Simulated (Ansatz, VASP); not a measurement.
BeSb in VASP and in Ansatz

```xyz
2
Lattice="3.6605 0.0000 0.0000 0.0000 3.6605 0.0000 0.0000 0.0000 3.0088" Properties=species:S:1:pos:R:3 pbc="T T T"
Be    1.8302    1.8302    2.2566
Sb    0.0000    0.0000    2.2566
```

Alike in both runs: functional PBE; k mesh 16 × 16 × 18; occupations gaussian, width 0.1 eV; no spin polarisation.

Ansatz relaxed the structure, and its values are those at the end. VASP's run is a single point on that final structure, the one shown.

|  | VASP | Ansatz |
| --- | --- | --- |
| version | VASP 6.6.1 | Ansatz 0.2.0 |
| potentials or method | VASP PAW PBE potentials, release 64 (Be, Sb), cutoff 520 eV | scalar-relativistic, plane waves, PAW |
| valence electrons in the cell | 7 | 17 |

Ansatz gave:

* gap on the k mesh at the Fermi level (eV): none
* pressure (GPa): 0.0

Q: Which values does VASP return?

A: gap on the k mesh at the Fermi level (eV): none; pressure (GPa): 0.1.

A gap of «none» marks a metal or a gap that the smearing closes. VASP's potentials hold 7 valence electrons a cell and Ansatz's 17, so a difference there can come from the potentials and not from the codes.

Neither program's run includes spin-orbit coupling.
